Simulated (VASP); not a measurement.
# Al in VASP: single point with PBE

Aim: the single point of Al with PBE.

Everything below comes from runs of VASP 6.6.1. Logs are shortened: lines on timing, memory, paths and dates and some standing lists are left out, and cuts for length are marked.

## 1. The cell of the first run

The cell holds a slab with vacuum, 4 atoms: a = 3.003 Å, b = 3.003 Å, c = 26.004 Å, α = 90.00°, β = 90.00°, γ = 90.00°.

## 2. Single point, PBE

INCAR

```
SYSTEM = Al
PREC     = Accurate       ! precision mode
ENCUT    = 400            ! plane-wave cutoff, eV
EDIFF    = 1E-6           ! SCF threshold, eV
ISMEAR   = 1              ! smearing method
SIGMA    = 0.1            ! smearing width, eV
LREAL    = .FALSE.        ! projectors in reciprocal space
LASPH    = .TRUE.         ! aspherical terms in the spheres
NELM     = 120            ! most SCF steps
ALGO     = Normal         ! electronic algorithm
ISIF     = 2              ! what is computed and relaxed
LWAVE    = .FALSE.        ! write WAVECAR
LCHARG   = .FALSE.        ! write CHGCAR
LDIPOL   = .TRUE.       
IDIPOL   = 3            
DIPOL    = 0.5 0.5 0.664
GGA      = PE             ! functional
NBANDS   = 14             ! bands
GGA_COMPAT= .FALSE.      
NELMDL   = -8
```

KPOINTS

```
regular mesh
0
G
  12 12 1
  0 0 0
```

POSCAR

```
Al
1.0
    3.0028735209      0.0000000000      0.0000000000
    0.0000000000      3.0028735209      0.0000000000
    0.0000000000      0.0000000000     26.0044829957
Al
4
Direct
    0.0000000000      0.0000000000      0.5504851223
    0.5000000000      0.5000000000      0.6266931955
    0.0000000000      0.0000000000      0.7007813337
    0.5000000000      0.5000000000      0.7771085892
```

Potentials or basis: VASP PAW PBE potentials, release 64 (Al).

Launch:

```sh
> cat potpaw_PBE.64/Al/POTCAR > POTCAR
> mpirun -np 1 vasp_std > vasp.out
```

OUTCAR:

```text
SYSTEM = Al
   PREC = Accurate
   ENCUT = 400
   EDIFF = 1E-6
   ISMEAR = 1
   LREAL = .FALSE.
   LASPH = .TRUE.
   NELM = 120
   ISIF = 2
   GGA = PE
   NELMDL = -8

 ion  position               nearest neighbor table
   1  0.000  0.000  0.550-   2 2.90   2 2.90   2 2.90   2 2.90
   2  0.500  0.500  0.627-   3 2.87   3 2.87   3 2.87   3 2.87   1 2.90   1 2.90   1 2.90   1 2.90

   3  0.000  0.000  0.701-   2 2.87   2 2.87   2 2.87   2 2.87   4 2.91   4 2.91   4 2.91   4 2.91

   4  0.500  0.500  0.777-   3 2.91   3 2.91   3 2.91   3 2.91

  LATTYP: Found a simple tetragonal cell.
 ALAT       =     3.0028735209
 C/A-ratio  =     8.6598662297

  Lattice vectors:

 A1 = (   3.0028735209,   0.0000000000,   0.0000000000)
 A2 = (   0.0000000000,   3.0028735209,   0.0000000000)
 A3 = (   0.0000000000,   0.0000000000,  26.0044829957)

Analysis of symmetry for initial positions (statically):
=====================================================================
 Subroutine PRICEL returns:
 Original cell was already a primitive cell.

 Routine SETGRP: Setting up the symmetry group for a
 simple tetragonal supercell.

 Subroutine GETGRP returns: Found  8 space group operations
 (whereof  8 operations were pure point group operations)
 out of a pool of 16 trial point group operations.

The static configuration has the point symmetry C_4v.

Analysis of symmetry for dynamics (positions and initial velocities):
=====================================================================
 Subroutine PRICEL returns:
 Original cell was already a primitive cell.

 Routine SETGRP: Setting up the symmetry group for a
 simple tetragonal supercell.

 Subroutine GETGRP returns: Found  8 space group operations
 (whereof  8 operations were pure point group operations)
 out of a pool of 16 trial point group operations.

The dynamic configuration has the point symmetry C_4v.

 Subroutine INISYM returns: Found  8 space group operations
 (whereof  8 operations are pure point group operations),
 and found     1 'primitive' translations

----------------------------------------------------------------------------------------

                                     Primitive cell

  volume of cell :     234.4889

  direct lattice vectors                    reciprocal lattice vectors
     3.002873521  0.000000000  0.000000000     0.333014359  0.000000000  0.000000000
     0.000000000  3.002873521  0.000000000     0.000000000  0.333014359  0.000000000
     0.000000000  0.000000000 26.004482996     0.000000000  0.000000000  0.038454908

  length of vectors
     3.002873521  3.002873521 26.004482996     0.333014359  0.333014359  0.038454908

  position of ions in fractional coordinates (direct lattice)
     0.000000000  0.000000000  0.550485122
     0.500000000  0.500000000  0.626693196
     0.000000000  0.000000000  0.700781334
     0.500000000  0.500000000  0.777108589

  ion indices of the primitive-cell ions
   primitive index   ion index
                 1           1
                 2           2
                 3           3
                 4           4

----------------------------------------------------------------------------------------

 KPOINTS: regular mesh

Automatic generation of k-mesh.
 Grid dimensions read from file:
 generate k-points for:   12   12    1

 Generating k-lattice:

  Cartesian coordinates                     Fractional coordinates (reciprocal lattice)
     0.027751197  0.000000000  0.000000000     0.083333333  0.000000000  0.000000000
     0.000000000  0.027751197  0.000000000     0.000000000  0.083333333  0.000000000
     0.000000000  0.000000000  0.038454908     0.000000000  0.000000000  1.000000000

  Length of vectors
     0.027751197  0.027751197  0.038454908

  Shift w.r.t. Gamma in fractional coordinates (k-lattice)
     0.000000000  0.000000000  0.000000000

 Subroutine IBZKPT returns following result:
 ===========================================

 Found     28 irreducible k-points:

 Following reciprocal coordinates:
            Coordinates               Weight
  0.000000  0.000000  0.000000      1.000000
  0.083333  0.000000  0.000000      4.000000
  0.166667  0.000000  0.000000      4.000000
  0.250000  0.000000  0.000000      4.000000
  0.333333  0.000000  0.000000      4.000000
  0.416667  0.000000  0.000000      4.000000
[... 16 lines left out ...]
  0.333333  0.333333  0.000000      4.000000
  0.416667  0.333333  0.000000      8.000000
 [... further k-points ...]
   k-points           NKPTS =     28   k-points in BZ     NKDIM =     28   number of bands    NBANDS=     14
   number of dos      NEDOS =    301   number of ions     NIONS =      4
   total plane-waves  NPLWV =  72000
   dimension x,y,z NGX =    20 NGY =   20 NGZ =  180
   dimension x,y,z NGXF=    40 NGYF=   40 NGZF=  360
   ions per type =               4
   NGX,Y,Z   is equivalent  to a cutoff of  11.07, 11.07, 11.51 a.u.
   NGXF,Y,Z  is equivalent  to a cutoff of  22.14, 22.14, 23.01 a.u.
 SYSTEM =  Al
   PREC   = accura    normal or accurate (medium, high low for compatibility)
   ISTART =      0    job   : 0-new  1-cont  2-samecut
   ICHARG =      2    charge: 1-file 2-atom 10-const
   ISPIN  =      1    spin polarized calculation?
   LNONCOLLINEAR =      F non collinear calculations
   LSORBIT =      F    spin-orbit coupling
   LASPH  =      T    aspherical Exc in radial PAW
   ENCUT  =  400.0 eV  29.40 Ry    5.42 a.u.   4.90  4.90 42.41*2*pi/ulx,y,z
   NELM   =    120;   NELMIN=  2; NELMDL= -8     # of ELM steps
   EDIFF  = 0.1E-05   stopping-criterion for ELM
   LREAL  =      F    real-space projection
   EDIFFG = 0.1E-04   stopping-criterion for IOM
   NSW    =      0    number of steps for IOM
   IBRION =     -1    ionic relax: 0-MD 1-quasi-New 2-CG
   NFREE  =      0    steps in history (QN), initial steepest desc. (CG)
   ISIF   =      2    stress and relaxation
   ISYM   =      2    0-nonsym 1-usesym 2-fastsym
   POTIM  = 0.5000    time-step for ionic-motion
   TEBEG  =    0.0;   TEEND  =   0.0 temperature during run
   PSTRESS=    0.0 pullay stress
   NELECT =      12.0000    total number of electrons
   NUPDOWN=      -1.0000    fix difference up-down
   EMIN   =  10.00;   EMAX   =-10.00  energy-range for DOS
   EFERMI =   0.00;   METHOD = LEGACY
   ISMEAR =     1;   SIGMA  =   0.10  broadening in eV -4-tet -1-fermi 0-gaus
   EFERMI_NEDOS =   21; number of points for ismear=-14 and -15
   IALGO  =     38    algorithm
   IMIX   =      4    mixing-type and parameters
     AMIX     =   0.40;   BMIX     =  1.00
     AMIX_MAG =   1.60;   BMIX_MAG =  1.00
  volume/ion in A,a.u.               =      58.62       395.60
  Fermi-wavevector in a.u.,A,eV,Ry     =   0.607801  1.148577  5.026286  0.369422
  Thomas-Fermi vector in A             =   1.662396
   LORBIT       =      0    0 simple, 1 ext, 2 COOP (PROOUT), +10 PAW based schemes
   GGA     = PE    functional components
   LHFCALC =     F    Hartree Fock is set to
   AEXX    =    0.0000 exact exchange contribution
   IVDW    =     0    specifies the selected vdW correction
   LEPSILON=     F    determine dielectric tensor
   LRPA    =     F    only Hartree local field effects (RPA)
 non-spin polarized calculation
 Methfessel and Paxton  Order N= 1 SIGMA  =   0.10
  energy-cutoff  :      400.00
  volume of cell :      234.49
 maximum number of plane-waves:      4316
 NGX is ok and might be reduce to    20
   NGX =  9   NGY =  9   NGZ = 85

 dipolmoment           0.000000      0.000000      0.000106 electrons x Angstroem

 number of electron      12.0000001 magnetization

 dipolmoment           0.000000      0.000000     -0.000039 electrons x Angstroem

 Free energy of the ion-electron system (eV)
  ---------------------------------------------------
  ext. energy  EPLUGINS =         0.00000000
  ---------------------------------------------------
  free energy    TOTEN  =       -13.75066733 eV

  energy without entropy =      -13.74756899  energy(sigma->0) =      -13.74963455

 E-fermi :  -0.7959     XC(G=0):  -3.7787

 val. band max:       -0.7994043117   @ k =   0.4167   0.4167   0.0000
 cond. band min:      -0.7802837518   @ k =   0.5000   0.4167   0.0000
 fundamental gap:      0.0191205600
 Fermi energy:        -0.7958921595

 k-point     1 :       0.0000    0.0000    0.0000
  band No.  band energies     occupation
      1     -11.0108      2.00000
      2      -9.5175      2.00000
      3      -7.3314      2.00000
      4      -4.4398      2.00000
      5      -2.1325      2.00000
      6       1.3199      0.00000
      7       2.9334      0.00000
      8       3.6589      0.00000
      9       3.7831      0.00000
     10       3.9777      0.00000
     11       3.9777      0.00000
     12       4.3094      0.00000
     13       4.9959      0.00000
     14       5.0531      0.00000

 k-point     2 :       0.0833    0.0000    0.0000
  band No.  band energies     occupation
      1     -10.8971      2.00000
      2      -9.4048      2.00000
      3      -7.2200      2.00000
      4      -4.3299      2.00000
      5      -2.0281      2.00000
      6       1.4143      0.00000
      7       2.0813      0.00000
      8       3.0466      0.00000
      9       3.4640      0.00000
     10       3.7725      0.00000
     11       3.8990      0.00000
     12       4.0768      0.00000
     13       5.0988      0.00000
     14       5.1665      0.00000
[... 343 lines left out ...]
      1      -7.4161      2.00000
      2      -5.9535      2.00000
      3      -3.8160      2.00000
      4      -2.6414      2.00000
      5      -1.5810      2.00000
      6      -1.2389      2.00000
      7      -1.0126      2.00898
      8      -0.1712     -0.00000
      9       0.8077     -0.00000
     10       1.2523      0.00000
     11       2.0883      0.00000
     12       3.0607      0.00000
     13       3.6270      0.00000
     14       4.3791      0.00000

 k-point    24 :       0.4167    0.3333    0.0000
  band No.  band energies     occupation
      1      -6.4229      2.00000
      2      -4.9716      2.00000
      3      -3.8412      2.00000
      4      -2.8626      2.00000
      5      -2.3995      2.00000
      6      -1.0349      2.00373
      7      -0.4844     -0.00010
      8       0.1167     -0.00000
      9       0.3678     -0.00000
     10       1.4865      0.00000
     11       1.9174      0.00000
     12       2.5121      0.00000
     13       2.8084      0.00000
     14       2.8985      0.00000

 [... further k-points ...]

------------------------ aborting loop because EDIFF is reached ----------------------------------------

 vacuum level on the upper side and lower side of the slab       (xc-potential included)        -0.154        -0.153

  FORCE on cell =-STRESS in cart. coord.  units (eV):
  Direction    XX          YY          ZZ          XY          YZ          ZX
  --------------------------------------------------------------------------------------
  -------------------------------------------------------------------------------------
  Total       -3.9254837     -3.9254837     -0.0101875      0.0000000     -0.0000000      0.0000000
  in kB      -26.8214009    -26.8214009     -0.0696074      0.0000000     -0.0000000      0.0000000
  external PRESSURE =     -17.9041364 kB  Pullay stress =       0.0000000 kB

 VOLUME and BASIS-vectors are now :
 -----------------------------------------------------------------------------
  energy-cutoff  :      400.00
  volume of cell :      234.49
      direct lattice vectors                 reciprocal lattice vectors
     3.002873521  0.000000000  0.000000000     0.333014359  0.000000000  0.000000000
     0.000000000  3.002873521  0.000000000     0.000000000  0.333014359  0.000000000
     0.000000000  0.000000000 26.004482996     0.000000000  0.000000000  0.038454908

 POSITION                                       TOTAL-FORCE (eV/Angst)
 -----------------------------------------------------------------------------------
      0.00000      0.00000     14.31508         0.000000     -0.000000     -0.000997
      1.50144      1.50144     16.29683         0.000000      0.000000     -0.002062
      0.00000      0.00000     18.22346         0.000000      0.000000      0.007776
      1.50144      1.50144     20.20831         0.000000      0.000000     -0.004717
 -----------------------------------------------------------------------------------
    total drift:                               -0.000000      0.000000     -0.000004

  FREE ENERGIE OF THE ION-ELECTRON SYSTEM (eV)
  ---------------------------------------------------
  free  energy   TOTEN  =       -13.7506673266 eV

  energy  without entropy=      -13.7475689856  energy(sigma->0) =      -13.74963455

 vacuum level on the upper side and lower side of the slab         3.490         3.491
```

It took 40 s on 1 thread of Intel Xeon 6975P-C (Granite Rapids), shared host; peak memory 0.25 GiB.

What came out:

- Free energy: -13.7507 eV
- Largest force: 0.008 eV/Å
- Band gap on the k mesh: zero (band 6 reaches 1.52 eV, above the bottom of band 7 at -1.46 eV)

Forces on the atoms (eV/Å):
```
Al   0.000  0.000 -0.001
Al   0.000  0.000 -0.002
Al   0.000  0.000  0.008
Al   0.000  0.000 -0.005
```
